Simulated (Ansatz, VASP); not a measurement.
Hf: VASP beside Ansatz

```
Hf
1.0
     2.66224    0.00000    0.00000
    -1.33112    2.30557    0.00000
     0.00000    0.00000    2.58835
Hf
1
Direct
  0.00000 0.00000 0.00000
```

Change from the starting cell: volume scaled by 0.68, LAPW.

Alike in both runs: task single point; functional PBE; k mesh 16 × 16 × 15; occupations fermi-dirac, width 0.1 eV; no spin polarisation.

|  | VASP | Ansatz |
| --- | --- | --- |
| version | VASP 6.6.1 | Ansatz 0.2.0 |
| potentials or method | VASP PAW PBE potentials, release 64 (Hf_pv), cutoff 520 eV | all-electron LAPW, scalar-relativistic |

Ansatz gave:

* pressure (GPa): 68.9
* traceless stress, the component that is largest in VASP (GPa): -0.04

What did VASP give for the same quantities?

Pressure (GPa): 67.5; traceless stress, the component that is largest in VASP (GPa): -0.32.

Both programs put the cell under a high pressure, so it lies far from rest at this level. Ansatz ran all-electron here, and VASP with PAW potentials.

Neither program's run includes spin-orbit coupling. Noted on VASP's run: the cell as given lies far from equilibrium.
